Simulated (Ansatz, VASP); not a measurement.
**Na3SF in VASP and in Ansatz**

```
CELL_PARAMETERS angstrom
4.61073 0.00000 0.00000
0.00000 4.61073 0.00000
0.00000 0.00000 4.61073
ATOMIC_POSITIONS crystal
Na 0.50000 0.00000 0.00000
Na 0.00000 0.50000 0.00000
Na 0.00000 0.00000 0.50000
S 0.50000 0.50000 0.50000
F 0.00000 0.00000 0.00000
```

Alike in both runs: task single point; functional PBE; k mesh 4 × 4 × 4; occupations gaussian, width 0.1 eV; no spin polarisation.

|  | VASP | Ansatz |
| --- | --- | --- |
| version | VASP 6.6.1 | Ansatz 0.2.0 |
| potentials or method | VASP PAW PBE potentials, release 64 (Na_pv, S, F), cutoff 520 eV | scalar-relativistic, plane waves, PAW |
| valence electrons in the cell | 34 | 40 |

|  | VASP | Ansatz | Ansatz less VASP |
| --- | --- | --- | --- |
| gap on the k mesh at the Fermi level (eV) | 1.89 | 1.89 | +0.001 |
| least direct gap on the mesh (eV) | 2.03 | 2.03 | +0.002 |
| pressure (GPa) | -3.0 | -3.0 | +0.03 |

VASP's potentials hold 34 valence electrons a cell and Ansatz's 40, so a difference there can come from the potentials and not from the codes.
